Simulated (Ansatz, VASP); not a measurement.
# Two plane-wave programs on MgO

```
Mg O
1.0
     0.00000    2.09700    2.09700
     2.09700    0.00000    2.09700
     2.09700    2.09700    0.00000
Mg O
1 1
Cartesian
  0.0000 0.0000 0.0000
  2.0970 2.0970 2.0970
```

Alike in both runs: task single point; functional PBE; k mesh 8 × 8 × 8; occupations gaussian, width 0.1 eV; no spin polarisation.

```csv
,VASP,Ansatz
version,VASP 6.6.1,Ansatz 0.2.0
potentials or method,"VASP PAW PBE potentials, release 64 (Mg_sv, O), cutoff 840 eV","scalar-relativistic, plane waves, PAW"
valence electrons in the cell,16,16
```

```csv
,VASP,Ansatz,Ansatz less VASP
gap on the k mesh at the Fermi level (eV),4.87,4.87,+0.004
least direct gap on the mesh (eV),4.87,4.87,+0.004
pressure (GPa),7.0,6.9,-0.13
```

The functional is the same, so the differences come from potentials, cutoffs and numerics.
